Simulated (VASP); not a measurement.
# HfB2 in VASP: a series of runs, part 2 of 3

VASP 6.6.1. The steps go on from the part before.

## (4) Electric field gradients, PBEsol (zz strain of +3 %)

INCAR reads:

```
SYSTEM = HfB2
PREC = Accurate
ENCUT = 520
EDIFF = 1E-8
ISMEAR = -1
SIGMA = 0.05
LREAL = .FALSE.
LASPH = .TRUE.
NELM = 80
ALGO = Normal
ISIF = 2
LWAVE = .FALSE.
LCHARG = .FALSE.
GGA = PS
LEFG = .TRUE.
NBANDS = 15
```

KPOINTS reads:

```
Automatic mesh
0
G
  13 13 11
  0 0 0
```

POSCAR reads:

```
HfB2
1.0
    3.1400001005      0.0000000000      0.0000000000
   -1.5700000503      2.7193198549      0.0000000000
    0.0000000000      0.0000000000      3.5844000000
Hf B
1 2
Direct
    0.0000000000      0.0000000000      0.0000000000
    0.3333333333      0.6666666667      0.5000000000
    0.6666666667      0.3333333333      0.5000000000
```

Potentials or basis: VASP PAW PBE potentials, release 64 (Hf_pv, B).

Command:

```bash
cat potpaw_PBE.64/Hf_pv/POTCAR potpaw_PBE.64/B/POTCAR > POTCAR
mpirun -np 1 vasp_std > vasp.out
```

OUTCAR:

```text
SYSTEM = HfB2
   PREC = Accurate
   ENCUT = 520
   EDIFF = 1E-8
   ISMEAR = -1
   LREAL = .FALSE.
   LASPH = .TRUE.
   NELM = 80
   ISIF = 2
   GGA = PS

 ion  position               nearest neighbor table
   1  0.000  0.000  0.000-   2 2.55   3 2.55   2 2.55   3 2.55   3 2.55   3 2.55   2 2.55   2 2.55
                             3 2.55   3 2.55   2 2.55   2 2.55
   2  0.333  0.667  0.500-   3 1.81   3 1.81   3 1.81   1 2.55   1 2.55   1 2.55   1 2.55   1 2.55
                             1 2.55
   3  0.667  0.333  0.500-   2 1.81   2 1.81   2 1.81   1 2.55   1 2.55   1 2.55   1 2.55   1 2.55
                             1 2.55

  LATTYP: Found a hexagonal cell.
 ALAT       =     3.1400001005
 C/A-ratio  =     1.1415286259

  Lattice vectors:

 A1 = (   3.1400001005,   0.0000000000,   0.0000000000)
 A2 = (  -1.5700000503,   2.7193198549,   0.0000000000)
 A3 = (   0.0000000000,   0.0000000000,   3.5844000000)

Analysis of symmetry for initial positions (statically):
=====================================================================
 Subroutine PRICEL returns:
 Original cell was already a primitive cell.

 Routine SETGRP: Setting up the symmetry group for a
 hexagonal supercell.

 Subroutine GETGRP returns: Found 24 space group operations
 (whereof 24 operations were pure point group operations)
 out of a pool of 24 trial point group operations.

The static configuration has the point symmetry D_6h.

Analysis of symmetry for dynamics (positions and initial velocities):
=====================================================================
 Subroutine PRICEL returns:
 Original cell was already a primitive cell.

[... 592 lines left out ...]
     13      12.7269      0.00000
     14      14.3343      0.00000
     15      14.5839      0.00000

 [... further k-points ...]

------------------------ aborting loop because EDIFF is reached ----------------------------------------

  FORCE on cell =-STRESS in cart. coord.  units (eV):
  Direction    XX          YY          ZZ          XY          YZ          ZX
  --------------------------------------------------------------------------------------
  -------------------------------------------------------------------------------------
  Total       -1.3966179     -1.3966179     -3.3504103      0.0000000      0.0000000     -0.0000000
  in kB      -73.1108375    -73.1108375   -175.3889213      0.0000000      0.0000000     -0.0000000
  external PRESSURE =    -107.2035321 kB  Pullay stress =       0.0000000 kB

 VOLUME and BASIS-vectors are now :
 -----------------------------------------------------------------------------
  energy-cutoff  :      520.00
  volume of cell :       30.61
      direct lattice vectors                 reciprocal lattice vectors
     3.140000101  0.000000000  0.000000000     0.318471327  0.183869507  0.000000000
    -1.570000050  2.719319855  0.000000000     0.000000000  0.367739013  0.000000000
     0.000000000  0.000000000  3.584400000     0.000000000  0.000000000  0.278986720

 POSITION                                       TOTAL-FORCE (eV/Angst)
 -----------------------------------------------------------------------------------
      0.00000      0.00000      0.00000         0.000000      0.000000      0.000000
     -0.00000      1.81288      1.79220         0.000000      0.000000     -0.000000
      1.57000      0.90644      1.79220        -0.000000     -0.000000      0.000000
 -----------------------------------------------------------------------------------
    total drift:                               -0.000000      0.000000      0.000000

  FREE ENERGIE OF THE ION-ELECTRON SYSTEM (eV)
  ---------------------------------------------------
  free  energy   TOTEN  =       -27.7956737073 eV

  energy  without entropy=      -27.7940356700  energy(sigma->0) =      -27.79485469

 Electric field gradients (V/A^2)
---------------------------------------------------------------------
 ion       V_xx      V_yy      V_zz      V_xy      V_xz      V_yz
---------------------------------------------------------------------
   1     -43.000   -43.000    86.001    -0.000    -0.000     0.000
   2      -1.691    -1.692     3.383    -0.000     0.000    -0.000
   3      -1.691    -1.692     3.383    -0.000     0.000     0.000
---------------------------------------------------------------------

 Electric field gradients after diagonalization (V/A^2)
 (convention: |V_zz| > |V_xx| > |V_yy|)
----------------------------------------------------------------------
 ion       V_xx      V_yy      V_zz     asymmetry (V_yy - V_xx)/ V_zz
----------------------------------------------------------------------
   1     -43.000   -43.000    86.001       0.000
   2      -1.692    -1.691     3.383       0.000
   3      -1.692    -1.691     3.383       0.000
----------------------------------------------------------------------

           NMR quadrupolar parameters

 Cq : quadrupolar parameter    Cq=e*Q*V_zz/h
 eta: asymmetry parameters     (V_yy - V_xx)/ V_zz
 Q  : nuclear electric quadrupole moment in mb (millibarn)
----------------------------------------------------------------------
 ion       Cq(MHz)       eta       Q (mb)
----------------------------------------------------------------------
   1       0.208       0.000       1.000
   2       0.008       0.000       1.000
   3       0.008       0.000       1.000
----------------------------------------------------------------------
```

stdout:

```text
POSCAR found type information on POSCAR HfB
 POSCAR found :  2 types and       3 ions
 scaLAPACK will be used
 -----------------------------------------------------------------------------
|                                                                             |
|                                                                             |
|     You enforced a specific xc type in the INCAR file but a different       |
|     I HOPE YOU KNOW WHAT YOU ARE DOING!                                     |
|                                                                             |
 -----------------------------------------------------------------------------

 LDA part: xc-table for (Slater+PW92), standard interpolation
 POSCAR, INCAR and KPOINTS ok, starting setup
 FFT: planning ... GRIDC
 FFT: planning ... GRID_SOFT
 FFT: planning ... GRID
 WAVECAR not read
 entering main loop
ion   1

ion   2

ion   3
```

It took 43 s on 1 thread of AMD EPYC 7R13 (Zen 3), shared host; peak memory 0.15 GiB.

Results:

```
Free energy            : -27.7957 eV
Pressure               : -10.7 GPa
Band gap on the k mesh : zero (band 8 reaches 8.19 eV, above the bottom of band 9 at 6.89 eV)
```

Stress tensor (GPa, compression positive):
```
 -7.31   0.00   0.00
  0.00  -7.31   0.00
  0.00   0.00 -17.54
```

Levels at points of the mesh, in eV from the Fermi level:
```
           k point  band 6  band 7  band 8  band 9  band 10  band 11
(0.00, 0.00, 0.00)   -3.04   -2.65   -2.65    3.84     3.84     4.22
```

Electric field gradients, principal values (V/Å²):
```
atom    least   middle  greatest (by size)
1 Hf  -43.000  -43.000              86.001
 2 B   -1.691   -1.692               3.383
 3 B   -1.691   -1.692               3.383
```

Caveat: the cell differs from its parent crystal (zz strain of +3 %); without QUAD_EFG the Cq values of the log hold for a quadrupole moment of 1 mb, not for the nuclei; the PAW data sets were made with another functional, which shifts forces and pressure a little; spin-orbit coupling is left out, which moves the levels of the heavy elements.

[end of part 2 of 3]
